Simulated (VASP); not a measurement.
# Al32ClO48 (a cell with a defect) (Cl interstitial hop between voids) in VASP: single point with PBE

Aim: the single point of Al32ClO48 (a cell with a defect) (Cl interstitial hop between voids) with PBE.

Everything below comes from runs of VASP 6.6.1. Logs are shortened: lines on timing, memory, paths and dates and some standing lists are left out, and cuts for length are marked.

### Step 1. The cell of the first run

The cell holds a defect, 81 atoms: a = 10.361 Å, b = 10.361 Å, c = 10.361 Å, α = 55.29°, β = 55.29°, γ = 55.29°.

### Step 2. Single point, PBE

Contents of INCAR:

```
PREC = Accurate
ENCUT = 520
EDIFF = 1E-6
ISMEAR = -1
SIGMA = 0.01
LREAL = Auto
LASPH = True
NELM = 100
ALGO = Normal
ISIF = 2
LWAVE = False
LCHARG = False
GGA = PE
NBANDS = 242
NELECT = 392.0
```

Contents of KPOINTS:

```
Automatic mesh
0
Gamma
  1 1 1
```

Contents of POSCAR:

```
Al32ClO48
1.0
    4.8078835200      2.7758328500      8.7484141900
   -4.8078835200      2.7758328500      8.7484141900
    0.0000000000     -5.5516656900      8.7484141900
Al O Cl
32 48 1
Direct
    0.3181450439      0.3206515522      0.3576819439
    0.4289536237      0.4338183422      0.4317120120
    0.0696557850      0.0749235915      0.0762360716
    0.1760873186      0.1804018990      0.1697500414
    0.3171098545      0.3212761368      0.8161117867
    0.4331529185      0.4308704173      0.8879521271
    0.0761088237      0.0749415741      0.5731126177
    0.1715665054      0.1712459902      0.6877375908
    0.3250374213      0.8332340092      0.3217127950
    0.4277084962      0.9284248696      0.4352019161
    0.0720961359      0.5818634773      0.0694452077
    0.1684708150      0.6797024183      0.1796751064
    0.3204213349      0.8197759865      0.8290112261
    0.4240507338      0.9248467681      0.9271880341
    0.0699296024      0.5734740393      0.5774090414
    0.1778205168      0.6804982522      0.6711790016
    0.8260273694      0.3267981368      0.3205704396
    0.9308114612      0.4306308745      0.4189604506
    0.5861679805      0.0732227334      0.0420162916
    0.6766340283      0.1652156485      0.2057404122
    0.8228879261      0.3229180350      0.8125609643
    0.9173975238      0.4257893161      0.9263375068
    0.5696301522      0.0726938205      0.5759523650
    0.6785015767      0.1805808201      0.6712583837
    0.8206890925      0.8262343600      0.3255371130
    0.9301012731      0.9252721212      0.4289207150
    0.5702679101      0.5749506358      0.0780463530
    0.6762805469      0.6809811600      0.1714654097
    0.8258227341      0.8205680311      0.8189534140
    0.9252267612      0.9294042751      0.9225194818
    0.5798702977      0.5795967886      0.5594943932
    0.6759057123      0.6746927045      0.6748548385
    0.2276214610      0.0386152182      0.3679287684
    0.4817097522      0.0914848243      0.3786410156
    0.0292377034      0.3778468145      0.2173147025
    0.3737128028      0.2187377505      0.0038775224
    0.1238501609      0.2793869989      0.4758777099
    0.2412592478      0.5079684962      0.1272259576
    0.2199781131      0.0266027961      0.8810125935
    0.4746789475      0.1208167974      0.7758611364
    0.0203505645      0.3748843199      0.7260601053
    0.3569893582      0.2375449088      0.5561229586
    0.1173028480      0.2799977213      0.9683427050
    0.2684752994      0.4823633846      0.6242169247
    0.2173070964      0.5334867613      0.3787195359
    0.4708636942      0.6334150532      0.2795721697
    0.0270924885      0.8764435560      0.2228484391
    0.3728718053      0.7219262266      0.0306007873
    0.1268754249      0.7837607232      0.4699616079
    0.2766784790      0.9726628942      0.1254763639
    0.2186129703      0.5329244534      0.8701444825
    0.4716756544      0.6263948768      0.7724060654
    0.0309940925      0.8755045685      0.7161960002
    0.3760658704      0.7304138892      0.5219227933
    0.1158023947      0.7930247081      0.9673016040
    0.2701743384      0.9674403986      0.6360400355
    0.7396566044      0.0201759877      0.3823933911
    0.9746351851      0.1272556712      0.2762896618
    0.5309164644      0.3778399606      0.2432363569
    0.8647557401      0.2211482178      0.0334522806
    0.6299461883      0.2762098732      0.4713291305
    0.7780235454      0.4740877296      0.1224901943
    0.7310272374      0.0108951906      0.8651824364
    0.9773755625      0.1226412531      0.7761259508
    0.5141176470      0.3935024122      0.6908282648
    0.8779513303      0.2247006875      0.5249101541
    0.6601645664      0.2687110313      0.8686964718
    0.7833106595      0.4808149784      0.6118485265
    0.7243877625      0.5307439281      0.3667158456
    0.9563015725      0.6358420619      0.2812846972
    0.5298997574      0.8856827111      0.2144854147
    0.8750625729      0.7233103524      0.0251238241
    0.6277159917      0.7738436998      0.4719892334
    0.7700815471      0.9808168937      0.1238160667
    0.7122239288      0.5234186060      0.8799128787
    0.9673258428      0.6237305804      0.7783730014
    0.5259735278      0.8729093454      0.7228839518
    0.8750197442      0.7202266847      0.5319874441
    0.6237253987      0.7762218135      0.9714838323
    0.7801031216      0.9707637307      0.6239017113
    0.4705464178      0.2794355067      0.1236881868
```

Potentials or basis: VASP PAW PBE potentials, release 64 (Al, O, Cl).

Started as:

```console
$ cat potpaw_PBE.64/Al/POTCAR potpaw_PBE.64/O/POTCAR potpaw_PBE.64/Cl/POTCAR > POTCAR
$ mpirun -np 1 vasp_gam > vasp.out
```

OUTCAR:

```text
PREC = Accurate
   ENCUT = 520
   EDIFF = 1E-6
   ISMEAR = -1
   LREAL = Auto
   LASPH = True
   NELM = 100
   ISIF = 2
   GGA = PE
   NELECT = 392.0

 ion  position               nearest neighbor table
   1  0.318  0.321  0.358-  37 1.82  42 1.91  45 1.91  34 1.95  59 2.08  81 2.15  38 2.29   2 2.62
                             8 2.67  20 2.88  12 2.92  10 3.24  18 3.24  23 3.31  15 3.33
   2  0.429  0.434  0.432-  44 1.85  46 1.87  59 1.87  61 1.87  42 2.00  45 2.08   1 2.62  27 2.82
                            15 2.86  23 2.87   5 3.09  17 3.22   9 3.25
   3  0.070  0.075  0.076-  47 1.86  39 1.86  60 1.91  43 1.97  58 1.98  50 2.01   4 2.67  26 2.82
                            22 2.82  14 2.84   8 3.18  20 3.18  12 3.23
   4  0.176  0.180  0.170-  36 1.86  35 1.87  33 1.89  58 1.97  50 1.99  43 2.02   3 2.67   9 2.79
                            17 2.81   5 2.82  11 3.29   7 3.30  19 3.31
   5  0.317  0.321  0.816-  44 1.84  43 1.87  36 1.87  40 1.87  65 2.01  51 2.09   6 2.61   4 2.82
                            16 2.86  24 2.88   2 3.09  14 3.21  22 3.25
   6  0.433  0.431  0.888-  52 1.82  65 1.90  51 1.91  67 1.93  36 2.08  81 2.14  38 2.36   5 2.61
                            31 2.66  19 2.87  11 2.94  21 3.23  13 3.26  24 3.29  16 3.33
   7  0.076  0.075  0.573-  53 1.87  66 1.88  33 1.89  56 1.96  64 1.97  37 1.99   8 2.68  30 2.80
                            10 2.80  18 2.85  16 3.23  24 3.25   4 3.30
   8  0.172  0.171  0.688-  39 1.84  42 1.86  41 1.88  64 1.92  56 2.00  37 2.03   1 2.67   7 2.68
                            21 2.78  13 2.81   3 3.18  23 3.24  15 3.28
   9  0.325  0.833  0.322-  50 1.86  46 1.86  49 1.88  54 1.95  33 1.99  71 1.99  10 2.73   4 2.79
[... 80 lines left out ...]
  66  0.878  0.225  0.525-  24 1.87   7 1.88  17 2.00  18 2.01
  67  0.660  0.269  0.869-  21 1.76   6 1.93  19 1.99  81 2.24  24 2.56
  68  0.783  0.481  0.612-  18 1.84  21 1.87  32 1.95  31 2.00
  69  0.724  0.531  0.367-  31 1.84  28 1.86  17 1.96  18 2.02
  70  0.956  0.636  0.281-  25 1.79  18 1.84  12 2.03  11 2.05
  71  0.530  0.886  0.214-  19 1.86  28 1.91   9 1.99  10 2.10
  72  0.875  0.723  0.025-  11 1.85  28 1.86  30 2.00  29 2.01
  73  0.628  0.774  0.472-  10 1.85  25 1.85  31 1.91  32 1.97
  74  0.770  0.981  0.124-  25 1.92  30 1.92  19 2.03  20 2.03
  75  0.712  0.523  0.880-  32 1.89  27 1.89  22 1.98  21 2.04
  76  0.967  0.624  0.778-  29 1.83  22 1.88  15 1.95  16 2.07
  77  0.526  0.873  0.723-  23 1.87  32 1.88  14 2.00  13 2.01
  78  0.875  0.720  0.532-  15 1.84  32 1.87  26 2.02  25 2.02
  79  0.624  0.776  0.971-  14 1.87  29 1.90  27 1.97  28 1.98
  80  0.780  0.971  0.624-  26 1.84  29 1.84  24 2.02  23 2.03
  81  0.471  0.279  0.124-   6 2.14   1 2.15  19 2.17  20 2.17  38 2.20  34 2.24  67 2.24

  LATTYP: Found a trigonal (rhomboedric) cell.
 ALAT       =    10.3612616410
 COS(alpha) =     0.5693617618

  Lattice vectors:

 A1 = (   4.8078835200,   2.7758328500,   8.7484141900)
 A2 = (  -4.8078835200,   2.7758328500,   8.7484141900)
 A3 = (   0.0000000000,  -5.5516656900,   8.7484141900)

Analysis of symmetry for initial positions (statically):
=====================================================================
 Subroutine PRICEL returns:
 Original cell was already a primitive cell.

 Routine SETGRP: Setting up the symmetry group for a
 trigonal (rhombohedral) supercell.

 Subroutine GETGRP returns: Found  1 space group operations
 (whereof  1 operations were pure point group operations)
 out of a pool of 12 trial point group operations.

The static configuration has the point symmetry C_1 .

Analysis of symmetry for dynamics (positions and initial velocities):
=====================================================================
 Subroutine PRICEL returns:
 Original cell was already a primitive cell.

 Routine SETGRP: Setting up the symmetry group for a
 trigonal (rhombohedral) supercell.

[... 211 lines left out ...]

 Subroutine IBZKPT returns following result:
 ===========================================

 Found      1 irreducible k-points:

 Following reciprocal coordinates:
            Coordinates               Weight
  0.000000  0.000000  0.000000      1.000000
   k-points           NKPTS =      1   k-points in BZ     NKDIM =      1   number of bands    NBANDS=    242
   number of dos      NEDOS =    301   number of ions     NIONS =     81
   total plane-waves  NPLWV = 512000
   dimension x,y,z NGX =    80 NGY =   80 NGZ =   80
   dimension x,y,z NGXF=   160 NGYF=  160 NGZF=  160
   ions per type =              32  48   1
   NGX,Y,Z   is equivalent  to a cutoff of  12.84, 12.84, 12.84 a.u.
   NGXF,Y,Z  is equivalent  to a cutoff of  25.67, 25.67, 25.67 a.u.
 SYSTEM =  unknown system
   PREC   = accura    normal or accurate (medium, high low for compatibility)
   ISTART =      0    job   : 0-new  1-cont  2-samecut
   ICHARG =      2    charge: 1-file 2-atom 10-const
   ISPIN  =      1    spin polarized calculation?
   LNONCOLLINEAR =      F non collinear calculations
   LSORBIT =      F    spin-orbit coupling
   LASPH  =      T    aspherical Exc in radial PAW
   ENCUT  =  520.0 eV  38.22 Ry    6.18 a.u.  19.27 19.27 19.27*2*pi/ulx,y,z
   NELM   =    100;   NELMIN=  2; NELMDL= -5     # of ELM steps
   EDIFF  = 0.1E-05   stopping-criterion for ELM
   LREAL  =      T    real-space projection
   EDIFFG = 0.1E-04   stopping-criterion for IOM
   NSW    =      0    number of steps for IOM
   IBRION =     -1    ionic relax: 0-MD 1-quasi-New 2-CG
   NFREE  =      0    steps in history (QN), initial steepest desc. (CG)
   ISIF   =      2    stress and relaxation
   ISYM   =      2    0-nonsym 1-usesym 2-fastsym
   POTIM  = 0.5000    time-step for ionic-motion
   TEBEG  =    0.0;   TEEND  =   0.0 temperature during run
   PSTRESS=    0.0 pullay stress
   NELECT =     392.0000    total number of electrons
   NUPDOWN=      -1.0000    fix difference up-down
   EMIN   =  10.00;   EMAX   =-10.00  energy-range for DOS
   EFERMI =   0.00;   METHOD = LEGACY
   ISMEAR =    -1;   SIGMA  =   0.01  broadening in eV -4-tet -1-fermi 0-gaus
   EFERMI_NEDOS =   21; number of points for ismear=-14 and -15
   IALGO  =     38    algorithm
   IMIX   =      4    mixing-type and parameters
     AMIX     =   0.40;   BMIX     =  1.00
     AMIX_MAG =   1.60;   BMIX_MAG =  1.00
  volume/ion in A,a.u.               =       8.65        58.36
  Fermi-wavevector in a.u.,A,eV,Ry     =   1.349049  2.549332 24.761677  1.819932
  Thomas-Fermi vector in A             =   2.476667
   LORBIT       =      0    0 simple, 1 ext, 2 COOP (PROOUT), +10 PAW based schemes
   GGA     = PE    functional components
   LHFCALC =     F    Hartree Fock is set to
   AEXX    =    0.0000 exact exchange contribution
   IVDW    =     0    specifies the selected vdW correction
   LEPSILON=     F    determine dielectric tensor
   LRPA    =     F    only Hartree local field effects (RPA)
 non-spin polarized calculation
  energy-cutoff  :      520.00
  volume of cell :      700.53
 maximum number of plane-waves:      9404
 NGX is ok and might be reduce to    80
   NGX = 39   NGY = 39   NGZ = 39

 number of electron     391.9999990 magnetization

 Free energy of the ion-electron system (eV)
  ---------------------------------------------------
  ext. energy  EPLUGINS =         0.00000000
  ---------------------------------------------------
  free energy    TOTEN  =      -579.43601304 eV

  energy without entropy =     -579.43601304  energy(sigma->0) =     -579.43601304

 E-fermi :   8.2990     XC(G=0): -11.6582

 val. band max:        7.9799666450   @ k =   0.0000   0.0000   0.0000
 cond. band min:      11.9148843764   @ k =   0.0000   0.0000   0.0000
 fundamental gap:      3.9349177315
 Fermi energy:         8.2990305135

 k-point     1 :       0.0000    0.0000    0.0000
  band No.  band energies     occupation
      1     -13.1042      2.00000
      2     -12.2356      2.00000
      3     -12.1656      2.00000
      4     -12.1206      2.00000
      5     -12.0638      2.00000
      6     -12.0400      2.00000
[... 200 lines left out ...]
    207      15.2341      0.00000
    208      15.2535      0.00000
 [bands above 208 left out]

------------------------ aborting loop because EDIFF is reached ----------------------------------------

  FORCE on cell =-STRESS in cart. coord.  units (eV):
  Direction    XX          YY          ZZ          XY          YZ          ZX
  --------------------------------------------------------------------------------------
  -------------------------------------------------------------------------------------
  Total       52.5271572     48.1939685     40.9222175      0.5832999    -15.6309769     -0.6130875
  in kB      120.1341956    110.2238147     93.5926850      1.3340577    -35.7494092     -1.4021848
  external PRESSURE =     107.9835651 kB  Pullay stress =       0.0000000 kB

 VOLUME and BASIS-vectors are now :
 -----------------------------------------------------------------------------
  energy-cutoff  :      520.00
  volume of cell :      700.53
      direct lattice vectors                 reciprocal lattice vectors
     4.807883520  2.775832850  8.748414190     0.103995864  0.060042040  0.038102144
    -4.807883520  2.775832850  8.748414190    -0.103995864  0.060042040  0.038102144
     0.000000000 -5.551665690  8.748414190     0.000000000 -0.120084080  0.038102144

 POSITION                                       TOTAL-FORCE (eV/Angst)
 -----------------------------------------------------------------------------------
     -0.01205     -0.21254      8.71761        -0.031417      0.040118     -0.024520
     -0.02339     -0.00181     11.32468        -0.005175     -0.011649      0.008522
     -0.02533     -0.02191      1.93178        -0.000926      0.002282     -0.010155
     -0.02074      0.04716      4.60376        -0.002718     -0.004551      0.007055
     -0.02003     -2.75873     12.72455        -0.003255      0.006653     -0.015935
      0.01097     -2.53123     15.32701         0.005966     -0.001954      0.009677
[... 73 lines left out ...]
     -0.91667      1.39642     20.77546         0.003518      0.001787      0.000277
      0.91884      1.39515      7.64323         0.009366      0.002200     -0.011897
 -----------------------------------------------------------------------------------
    total drift:                               -0.002599      0.000248     -0.000981

  FREE ENERGIE OF THE ION-ELECTRON SYSTEM (eV)
  ---------------------------------------------------
  free  energy   TOTEN  =      -579.4360130413 eV

  energy  without entropy=     -579.4360130413  energy(sigma->0) =     -579.43601304
```

Wall time 4.8 min (1 thread of Intel Xeon Platinum 8488C (Sapphire Rapids), shared host); peak memory 0.95 GiB.

What came out:

| Property | Result |
| --- | --- |
| Free energy | -579.4360 eV |
| Largest force | 0.066 eV/Å |

Forces in eV/Å, atoms in the order of the input:
```
Al  -0.031  0.040 -0.025
Al  -0.005 -0.012  0.009
Al  -0.001  0.002 -0.010
Al  -0.003 -0.005  0.007
Al  -0.003  0.007 -0.016
Al   0.006 -0.002  0.010
Al  -0.010 -0.002 -0.004
Al   0.004  0.005  0.013
Al   0.000 -0.003 -0.015
Al   0.004 -0.013 -0.007
Al   0.002  0.002 -0.023
Al  -0.008  0.015  0.028
Al   0.002  0.011 -0.006
Al  -0.005  0.001  0.012
Al  -0.002  0.001 -0.006
Al   0.001  0.000  0.006
Al  -0.004 -0.002 -0.009
Al   0.002  0.002  0.011
Al  -0.018 -0.005  0.006
Al  -0.026  0.003  0.002
Al   0.004  0.005 -0.001
Al  -0.001  0.000  0.014
Al   0.001  0.006 -0.009
Al   0.007 -0.012  0.007
Al  -0.017 -0.006 -0.011
Al   0.001  0.001  0.003
Al  -0.003  0.002 -0.005
Al  -0.003 -0.001  0.012
Al  -0.004 -0.002 -0.001
Al  -0.020  0.007  0.007
Al  -0.001  0.001 -0.015
Al  -0.006  0.003  0.003
O    0.001  0.002 -0.002
O   -0.008  0.032  0.013
O    0.002  0.007 -0.001
O    0.007 -0.011  0.014
O    0.000 -0.004 -0.003
O    0.057 -0.028  0.017
O   -0.002 -0.004  0.006
O   -0.005 -0.001  0.001
O    0.002  0.005 -0.001
O    0.006  0.003  0.000
O   -0.001  0.004  0.005
O    0.000 -0.001  0.000
O    0.003 -0.002  0.008
O    0.000 -0.004 -0.004
O    0.000 -0.003  0.008
O    0.000 -0.007 -0.004
O    0.004  0.003  0.004
O    0.003  0.000 -0.001
O    0.000 -0.007  0.002
O   -0.009 -0.011  0.004
O    0.002 -0.001 -0.003
O    0.004 -0.005  0.000
O    0.017 -0.005  0.004
O    0.001 -0.002 -0.002
O    0.006  0.001 -0.001
O    0.002 -0.004  0.001
O    0.012  0.011 -0.024
O    0.000  0.002 -0.006
O   -0.004  0.006  0.001
O    0.004  0.000 -0.003
O   -0.002  0.002 -0.001
O    0.001 -0.004  0.001
O    0.006 -0.001 -0.001
O    0.001  0.003  0.002
O   -0.007 -0.020  0.001
O   -0.002 -0.003  0.003
O    0.000  0.000 -0.002
O    0.007  0.002 -0.006
O    0.001 -0.008  0.002
O    0.000 -0.001 -0.004
O    0.001 -0.001 -0.003
O   -0.001  0.002  0.001
O    0.003 -0.001  0.002
O    0.006 -0.003 -0.004
O    0.001 -0.002 -0.002
O    0.004  0.002  0.006
O   -0.001  0.002 -0.003
O    0.004  0.002  0.000
Cl   0.009  0.002 -0.012
```

Caveat: the k points lie up to 0.79 Å⁻¹ apart; the cell carries a net charge on a neutralising background, which shifts energy and pressure; the cell is charged against a uniform background, so pressure and absolute levels hang on convention.
